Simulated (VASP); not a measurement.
Runs of VASP 6.6.1 on BAs5. The structure is that of space group F-43m (No. 216), or close to it. The cells are those of the table. 

| task | cell | k mesh | cutoff (eV) | gap on the mesh (eV) | pressure (GPa) | largest force (eV/Å) |
| --- | --- | --- | --- | --- | --- | --- |
| single point | a = 5.729 Å, angles 60.0°, 6 atoms | 4 × 4 × 4 | 520 | none | (a) | 0.01 |
| relaxation of cell and atoms | relaxed from a = 5.729 Å, angles 60.0°, 6 atoms | 4 × 4 × 4 | 600 | none | -0.1 | - |
| single point | a = 5.487 Å, angles 60.0°, 6 atoms | 8 × 8 × 8 | 520 | none | 0.1 | 0.01 |
| single point | a = 5.454 Å, angles 60.0°, 6 atoms | 4 × 4 × 4 | 520 | none | 0.1 | 0.05 |

Alike in all rows: level PBE; potentials or basis VASP PAW PBE potentials, release 64 (B, As); no spin polarisation; smearing gaussian 0.1 eV.

Task: Fill in the values left out.

Result: (a) -7.6.

A k mesh can miss the band edges, and the runs leave out spin-orbit coupling on As.

A gap of «none» marks levels without a gap at the run's occupations.
